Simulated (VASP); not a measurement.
Wanted: the native input for a VASP 6.6.1 run.

| Quantity | Value |
| --- | --- |
| Task | single point |
| Functional | PBE |
| Potentials or basis | VASP PAW PBE potentials, release 64 (Sn_d, O) |
| Cutoff | 520 eV |
| k mesh | 4 × 4 × 6 |
| Occupations | fermi-dirac, width 0.03 eV |
| Spin | no spin polarisation |
| Dipole correction | no |
| Further INCAR settings | ALGO = Normal; EDIFF = 1e-06; NBANDS = 35 |

The structure of SnO2 lies in POSCAR:

```
SnO2
1.0
    4.7373500000     -0.0473735000     -0.0473735000
   -0.0473735000      4.7373500000     -0.0473735000
   -0.0318640000     -0.0318640000      3.1864000000
Sn O
2 4
Direct
    0.0000000000      0.0000000000      0.0000000000
    0.5000000000      0.5000000000      0.5000000000
    0.3056200000      0.3056200000      0.0000000000
    0.1943800000      0.8056200000      0.5000000000
    0.6943800000      0.6943800000      0.0000000000
    0.8056200000      0.1943800000      0.5000000000
```

This cell differs from its parent crystal: equal xy, yz and zx shear strains of -2 %.

These files were run (other wordings do the same):

INCAR

```
SYSTEM = SnO2
  PREC = Accurate
  ENCUT = 520
  EDIFF = 1E-6
  ISMEAR = -1
  SIGMA = 0.03
  LREAL = .False.
  LASPH = .True.
  NELM = 80
  ALGO = Normal
  ISIF = 2
  LWAVE = .False.
  LCHARG = .True.
  GGA = PE
  LELF = .True.
  LVHAR = .True.
  NBANDS = 35
```

KPOINTS

```
Automatic mesh
0
Gamma
  4 4 6
  0 0 0
```

Potentials or basis: VASP PAW PBE potentials, release 64 (Sn_d, O).

The run is started by

```bash
$ cat potpaw_PBE.64/Sn_d/POTCAR potpaw_PBE.64/O/POTCAR > POTCAR
$ mpirun -np 1 vasp_std > vasp.out
```

It gave:

```
Pressure               : 11.8 GPa
Largest force          : 0.274 eV/Å
Band gap on the k mesh : 1.24 eV, direct
```

Caveat: the cell differs from its parent crystal (equal xy, yz and zx shear strains of -2 %); spin-orbit coupling is left out, which moves the levels of the heavy elements.

Run time: 50 s on 1 thread of Intel(R) Xeon(R) Platinum 8259CL CPU @ 2.50GHz (Skylake/Cascade Lake) (shared host), peak memory 0.21 GiB.
